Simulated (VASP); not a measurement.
# AgCl (Fm-3m) in VASP: notebook, part 2 of 2

VASP 6.6.1.

### Step 4. Electric field gradients, PBE (22.18 Å³/atom)

This run uses another cell than the first one, of 22.18 Å³/atom.

Contents of INCAR:

```
SYSTEM = AgCl
ALGO = Normal
EDIFF = 1E-8
ENCUT = 520
GGA = PE
ISIF = 2
ISMEAR = -1
LASPH = .TRUE.
LCHARG = .FALSE.
LEFG = .TRUE.
LREAL = .FALSE.
LWAVE = .FALSE.
NBANDS = 16
NELM = 80
PREC = Accurate
SIGMA = 0.01
```

Contents of KPOINTS:

```
k-points
0
G
  9 9 9
  0 0 0
```

Contents of POSCAR:

```
AgCl
1.0
    0.0000000000      2.8096430007      2.8096430007
    2.8096430007      0.0000000000      2.8096430007
    2.8096430007      2.8096430007      0.0000000000
Ag Cl
1 1
Direct
    0.5000000000      0.5000000000      0.5000000000
    0.0000000000      0.0000000000      0.0000000000
```

Potentials or basis: VASP PAW PBE potentials, release 64 (Ag, Cl).

Started as:

```
> cat potpaw_PBE.64/Ag/POTCAR potpaw_PBE.64/Cl/POTCAR > POTCAR
> mpirun -np 1 vasp_std > vasp.out
```

OUTCAR:

```text
SYSTEM = AgCl
   EDIFF = 1E-8
   ENCUT = 520
   GGA = PE
   ISIF = 2
   ISMEAR = -1
   LASPH = .TRUE.
   LREAL = .FALSE.
   NELM = 80
   PREC = Accurate

 ion  position               nearest neighbor table
   1  0.500  0.500  0.500-   2 2.81   2 2.81   2 2.81   2 2.81   2 2.81   2 2.81
   2  0.000  0.000  0.000-   1 2.81   1 2.81   1 2.81   1 2.81   1 2.81   1 2.81

  LATTYP: Found a face centered cubic cell.
 ALAT       =     5.6192860014

  Lattice vectors:

 A1 = (   0.0000000000,   2.8096430007,   2.8096430007)
[... 669 lines left out ...]
  ---------------------------------------------------
  free  energy   TOTEN  =        -5.4010940667 eV

  energy  without entropy=       -5.4010940666  energy(sigma->0) =       -5.40109407

 Electric field gradients (V/A^2)
---------------------------------------------------------------------
 ion       V_xx      V_yy      V_zz      V_xy      V_xz      V_yz
---------------------------------------------------------------------
   1      -0.000    -0.000     0.000     0.001     0.001     0.001
   2       0.000    -0.000     0.000    -0.000    -0.000    -0.000
---------------------------------------------------------------------

 Electric field gradients after diagonalization (V/A^2)
 (convention: |V_zz| > |V_xx| > |V_yy|)
----------------------------------------------------------------------
 ion       V_xx      V_yy      V_zz     asymmetry (V_yy - V_xx)/ V_zz
----------------------------------------------------------------------
   1      -0.001    -0.001     0.001       0.000
   2       0.000     0.000    -0.000       0.000
----------------------------------------------------------------------

           NMR quadrupolar parameters

 Cq : quadrupolar parameter    Cq=e*Q*V_zz/h
 eta: asymmetry parameters     (V_yy - V_xx)/ V_zz
 Q  : nuclear electric quadrupole moment in mb (millibarn)
----------------------------------------------------------------------
 ion       Cq(MHz)       eta       Q (mb)
----------------------------------------------------------------------
   1       0.000       0.000       1.000
   2      -0.000       0.000       1.000
----------------------------------------------------------------------
```

OSZICAR:

```text
N       E                     dE             d eps       ncg     rms          rms(c)
DAV:   1     0.897211607653E+02    0.89721E+02   -0.85658E+03  1120   0.101E+03
DAV:   2    -0.245836389094E+01   -0.92180E+02   -0.83796E+02  1400   0.210E+02
DAV:   3    -0.557743632409E+01   -0.31191E+01   -0.31106E+01  1416   0.397E+01
DAV:   4    -0.559276403497E+01   -0.15328E-01   -0.15326E-01  1416   0.321E+00
DAV:   5    -0.559293466698E+01   -0.17063E-03   -0.17063E-03  1432   0.336E-01    0.552E+00
DAV:   6    -0.540561641520E+01    0.18732E+00   -0.25484E-01  1424   0.643E+00    0.359E+00
DAV:   7    -0.540157934363E+01    0.40371E-02   -0.96220E-02  1368   0.207E+00    0.189E+00
DAV:   8    -0.540092956210E+01    0.64978E-03   -0.49477E-03  1304   0.714E-01    0.294E-01
DAV:   9    -0.540101382955E+01   -0.84267E-04   -0.48266E-04  1440   0.285E-01    0.442E-02
DAV:  10    -0.540108936727E+01   -0.75538E-04   -0.11517E-04  1376   0.925E-02    0.350E-02
DAV:  11    -0.540109410195E+01   -0.47347E-05   -0.49522E-06  1504   0.155E-02    0.348E-03
DAV:  12    -0.540109408071E+01    0.21235E-07   -0.19606E-07  1264   0.456E-03    0.243E-03
DAV:  13    -0.540109409095E+01   -0.10234E-07   -0.13835E-07  1392   0.310E-03    0.974E-04
DAV:  14    -0.540109406030E+01    0.30645E-07   -0.11981E-08  1184   0.757E-04    0.204E-04
DAV:  15    -0.540109406665E+01   -0.63494E-08   -0.96702E-10   688   0.250E-04
   1 F= -.54010941E+01 E0= -.54010941E+01  d E =-.448007E-11
```

stdout:

```text
POSCAR found type information on POSCAR AgCl
 POSCAR found :  2 types and       2 ions
 scaLAPACK will be used
 LDA part: xc-table for (Slater+PW92), standard interpolation
 POSCAR, INCAR and KPOINTS ok, starting setup
 FFT: planning ... GRIDC
 FFT: planning ... GRID_SOFT
 FFT: planning ... GRID
 WAVECAR not read
 entering main loop
ion   1

ion   2
```

It took 34 s on 1 thread of Intel Xeon Platinum 8259CL at 2.50GHz (Skylake/Cascade Lake), shared host; peak memory 0.18 GiB.

Results:

- Free energy: -5.4011 eV
- Pressure: -0.3 GPa
- Band gap on the k mesh: 0.96 eV (least direct gap 3.02 eV)
- Largest electric field gradient by atom: zero within the noise of the run

Levels at points of the mesh, in eV from the valence-band top:
| k point | band 7 | band 8 | band 9 | band 10 | band 11 | band 12 |
| --- | --- | --- | --- | --- | --- | --- |
| (0.00, 0.00, 0.00) | -2.12 | -2.12 | -2.12 | 0.96 | 10.91 | 10.91 |

Caveat: an odd mesh through Γ misses points on the zone boundary, where band edges can lie.

### Step 5. Electric field gradients, PBE (22.18 Å³/atom)

This run uses another cell than the first one, of 22.18 Å³/atom.

Contents of INCAR:

```
  PREC = Accurate
  ENCUT = 520
  EDIFF = 1E-8
  ISMEAR = -1
  SIGMA = 0.01
  LREAL = F
  LASPH = T
  NELM = 100
  ALGO = Normal
  ISIF = 2
  LWAVE = F
  LCHARG = F
  GGA = PE
  LEFG = T
  NBANDS = 16
```

Contents of KPOINTS:

```
Automatic mesh
0
Gamma
  9 9 9
```

POSCAR is that of step 4.

Potentials or basis: VASP PAW PBE potentials, release 64 (Ag, Cl).

Started as:

```
> cat potpaw_PBE.64/Ag/POTCAR potpaw_PBE.64/Cl/POTCAR > POTCAR
> mpirun -np 1 vasp_std > vasp.out
```

OUTCAR:

```text
PREC = Accurate
   ENCUT = 520
   EDIFF = 1E-8
   ISMEAR = -1
   LREAL = F
   LASPH = T
   NELM = 100
   ISIF = 2
   GGA = PE

 ion  position               nearest neighbor table
   1  0.500  0.500  0.500-   2 2.81   2 2.81   2 2.81   2 2.81   2 2.81   2 2.81
   2  0.000  0.000  0.000-   1 2.81   1 2.81   1 2.81   1 2.81   1 2.81   1 2.81

  LATTYP: Found a face centered cubic cell.
 ALAT       =     5.6192860014

  Lattice vectors:

 A1 = (   0.0000000000,   2.8096430007,   2.8096430007)
 A2 = (   2.8096430007,   0.0000000000,   2.8096430007)
 A3 = (   2.8096430007,   2.8096430007,   0.0000000000)

Analysis of symmetry for initial positions (statically):
=====================================================================
 Subroutine PRICEL returns:
 Original cell was already a primitive cell.

 Routine SETGRP: Setting up the symmetry group for a
 face centered cubic supercell.

 Subroutine GETGRP returns: Found 48 space group operations
 (whereof 48 operations were pure point group operations)
 out of a pool of 48 trial point group operations.

The static configuration has the point symmetry O_h .

Analysis of symmetry for dynamics (positions and initial velocities):
=====================================================================
 Subroutine PRICEL returns:
 Original cell was already a primitive cell.

 Routine SETGRP: Setting up the symmetry group for a
 face centered cubic supercell.

 Subroutine GETGRP returns: Found 48 space group operations
 (whereof 48 operations were pure point group operations)
 out of a pool of 48 trial point group operations.

The dynamic configuration has the point symmetry O_h .

 Subroutine INISYM returns: Found 48 space group operations
 (whereof 48 operations are pure point group operations),
 and found     1 'primitive' translations

----------------------------------------------------------------------------------------

                                     Primitive cell

  volume of cell :      44.3592

  direct lattice vectors                    reciprocal lattice vectors
     0.000000000  2.809643001  2.809643001    -0.177958552  0.177958552  0.177958552
     2.809643001  0.000000000  2.809643001     0.177958552 -0.177958552  0.177958552
     2.809643001  2.809643001  0.000000000     0.177958552  0.177958552 -0.177958552

  length of vectors
     3.973435237  3.973435237  3.973435237     0.308233254  0.308233254  0.308233254

  position of ions in fractional coordinates (direct lattice)
     0.500000000  0.500000000  0.500000000
     0.000000000  0.000000000  0.000000000

  ion indices of the primitive-cell ions
   primitive index   ion index
                 1           1
                 2           2

----------------------------------------------------------------------------------------

 KPOINTS: Automatic mesh

Automatic generation of k-mesh.
 Grid dimensions read from file:
[... 72 lines left out ...]
   ISYM   =      2    0-nonsym 1-usesym 2-fastsym
   POTIM  = 0.5000    time-step for ionic-motion
   TEBEG  =    0.0;   TEEND  =   0.0 temperature during run
   PSTRESS=    0.0 pullay stress
   NELECT =      18.0000    total number of electrons
   NUPDOWN=      -1.0000    fix difference up-down
   EMIN   =  10.00;   EMAX   =-10.00  energy-range for DOS
   EFERMI =   0.00;   METHOD = LEGACY
   ISMEAR =    -1;   SIGMA  =   0.01  broadening in eV -4-tet -1-fermi 0-gaus
   EFERMI_NEDOS =   21; number of points for ismear=-14 and -15
   IALGO  =     38    algorithm
   IMIX   =      4    mixing-type and parameters
     AMIX     =   0.40;   BMIX     =  1.00
     AMIX_MAG =   1.60;   BMIX_MAG =  1.00
  volume/ion in A,a.u.               =      22.18       149.68
  Fermi-wavevector in a.u.,A,eV,Ry     =   1.212005  2.290358 19.986372  1.468957
  Thomas-Fermi vector in A             =   2.347503
   LORBIT       =      0    0 simple, 1 ext, 2 COOP (PROOUT), +10 PAW based schemes
   GGA     = PE    functional components
   LHFCALC =     F    Hartree Fock is set to
   AEXX    =    0.0000 exact exchange contribution
   IVDW    =     0    specifies the selected vdW correction
   LEPSILON=     F    determine dielectric tensor
   LRPA    =     F    only Hartree local field effects (RPA)
 non-spin polarized calculation
  energy-cutoff  :      520.00
  volume of cell :       44.36
 maximum number of plane-waves:      1243
 NGX is ok and might be reduce to    30
   NGX = 15   NGY = 15   NGZ = 15

 number of electron      17.9999994 magnetization

 Free energy of the ion-electron system (eV)
  ---------------------------------------------------
  ext. energy  EPLUGINS =         0.00000000
  ---------------------------------------------------
  free energy    TOTEN  =        -5.40109407 eV

  energy without entropy =       -5.40109407  energy(sigma->0) =       -5.40109407

 E-fermi :   3.5062     XC(G=0):  -9.7606

 val. band max:        3.2878790538   @ k =   0.4444   0.0000   0.0000
 cond. band min:       4.2519871752   @ k =   0.0000   0.0000   0.0000
 fundamental gap:      0.9641081215
 Fermi energy:         3.5062481428

 k-point     1 :       0.0000    0.0000    0.0000
  band No.  band energies     occupation
      1     -11.5612      2.00000
      2       1.0417      2.00000
      3       1.0417      2.00000
      4       1.0417      2.00000
      5       1.0806      2.00000
      6       1.0806      2.00000
[... 433 lines left out ...]
      3       0.4699      2.00000
      4       0.4699      2.00000
      5       0.7583      2.00000
      6       1.2471      2.00000
[... 8 lines left out ...]
     15      18.6766      0.00000
     16      18.6804      0.00000

 [... further k-points ...]

------------------------ aborting loop because EDIFF is reached ----------------------------------------

  FORCE on cell =-STRESS in cart. coord.  units (eV):
  Direction    XX          YY          ZZ          XY          YZ          ZX
  --------------------------------------------------------------------------------------
  -------------------------------------------------------------------------------------
  Total       -0.0821825     -0.0821825     -0.0821825      0.0000000     -0.0000000      0.0000000
  in kB       -2.9682923     -2.9682923     -2.9682923      0.0000000     -0.0000000      0.0000000
  external PRESSURE =      -2.9682923 kB  Pullay stress =       0.0000000 kB

 VOLUME and BASIS-vectors are now :
 -----------------------------------------------------------------------------
  energy-cutoff  :      520.00
  volume of cell :       44.36
      direct lattice vectors                 reciprocal lattice vectors
     0.000000000  2.809643001  2.809643001    -0.177958552  0.177958552  0.177958552
     2.809643001  0.000000000  2.809643001     0.177958552 -0.177958552  0.177958552
     2.809643001  2.809643001  0.000000000     0.177958552  0.177958552 -0.177958552

 POSITION                                       TOTAL-FORCE (eV/Angst)
 -----------------------------------------------------------------------------------
      2.80964      2.80964      2.80964         0.000000     -0.000000      0.000000
      0.00000      0.00000      0.00000         0.000000      0.000000     -0.000000
 -----------------------------------------------------------------------------------
    total drift:                                0.000000      0.000000      0.000000

  FREE ENERGIE OF THE ION-ELECTRON SYSTEM (eV)
  ---------------------------------------------------
  free  energy   TOTEN  =        -5.4010940667 eV

  energy  without entropy=       -5.4010940666  energy(sigma->0) =       -5.40109407

 Electric field gradients (V/A^2)
---------------------------------------------------------------------
 ion       V_xx      V_yy      V_zz      V_xy      V_xz      V_yz
---------------------------------------------------------------------
   1      -0.000    -0.000     0.000     0.001     0.001     0.001
   2       0.000    -0.000     0.000    -0.000    -0.000    -0.000
---------------------------------------------------------------------

 Electric field gradients after diagonalization (V/A^2)
 (convention: |V_zz| > |V_xx| > |V_yy|)
----------------------------------------------------------------------
 ion       V_xx      V_yy      V_zz     asymmetry (V_yy - V_xx)/ V_zz
----------------------------------------------------------------------
   1      -0.001    -0.001     0.001       0.000
   2       0.000     0.000    -0.000       0.000
----------------------------------------------------------------------

           NMR quadrupolar parameters

 Cq : quadrupolar parameter    Cq=e*Q*V_zz/h
 eta: asymmetry parameters     (V_yy - V_xx)/ V_zz
 Q  : nuclear electric quadrupole moment in mb (millibarn)
----------------------------------------------------------------------
 ion       Cq(MHz)       eta       Q (mb)
----------------------------------------------------------------------
   1       0.000       0.000       1.000
   2      -0.000       0.000       1.000
----------------------------------------------------------------------
```

It took 28 s on 1 thread of Intel Xeon Platinum 8259CL at 2.50GHz (Skylake/Cascade Lake), shared host; peak memory 0.18 GiB.

What came out:

- Free energy: -5.4011 eV
- Pressure: -0.3 GPa
- Band gap on the k mesh: 0.96 eV (least direct gap 3.02 eV)
- Largest electric field gradient by atom: zero within the noise of the run

Levels at points of the mesh, in eV from the valence-band top:
```csv
k point,band 7,band 8,band 9,band 10,band 11,band 12
"(0.00, 0.00, 0.00)",-2.12,-2.12,-2.12,0.96,10.91,10.91
```

Caveat: an odd mesh through Γ misses points on the zone boundary, where band edges can lie.

### Step 6. The runs side by side

| cell | gap on the mesh (eV) | pressure (GPa) |
| --- | --- | --- |
| a = 3.922 Å, angles 60.0°, 2 atoms | 0.95 | 1.5 |
| a = 3.948 Å, angles 60.0°, 2 atoms | 0.96 | 0.5 |
| a = 3.973 Å, angles 60.0°, 2 atoms | 0.96 | -0.3 |

Alike in all rows: task electric field gradients; level PBE; potentials or basis VASP PAW PBE potentials, release 64 (Ag, Cl); no spin polarisation; k mesh 9 × 9 × 9; cutoff (eV) 520; smearing fermi-dirac 0.01 eV.

Caveats: an odd mesh through Γ misses points on the zone boundary, where band edges can lie.

Absolute energies hang on the potentials; compare differences alone.
